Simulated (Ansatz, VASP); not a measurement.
Ni3Ge: VASP beside Ansatz

```
Ni Ge
1.0
     3.53033    0.00000    0.00000
     0.00000    3.53033    0.00000
     0.00000    0.00000    3.53033
Ni Ge
3 1
Direct
  0.50000 0.00000 0.50000
  0.00000 0.50000 0.50000
  0.50000 0.50000 0.00000
  0.00000 0.00000 0.00000
```

Alike in both runs: task single point; functional LDA; k mesh 12 × 12 × 12; occupations gaussian, width 0.1 eV; no spin polarisation.

|  | VASP | Ansatz |
| --- | --- | --- |
| version | VASP 6.6.1 | Ansatz 0.2.0 |
| potentials or method | VASP PAW LDA potentials, release 64 (Ni, Ge_d), cutoff 520 eV | scalar-relativistic, plane waves, PAW |
| valence electrons in the cell | 44 | 68 |

|  | VASP | Ansatz | Ansatz less VASP |
| --- | --- | --- | --- |
| gap on the k mesh at the Fermi level (eV) | none | none | - |
| pressure (GPa) | -7.4 | -7.8 | -0.41 |

LDA's correlation is that of Perdew and Zunger in VASP and of Perdew and Wang (1992) in Ansatz. A gap of «none» marks a metal or a gap that the smearing closes. VASP's potentials hold 44 valence electrons a cell and Ansatz's 68, so a difference there can come from the potentials and not from the codes.
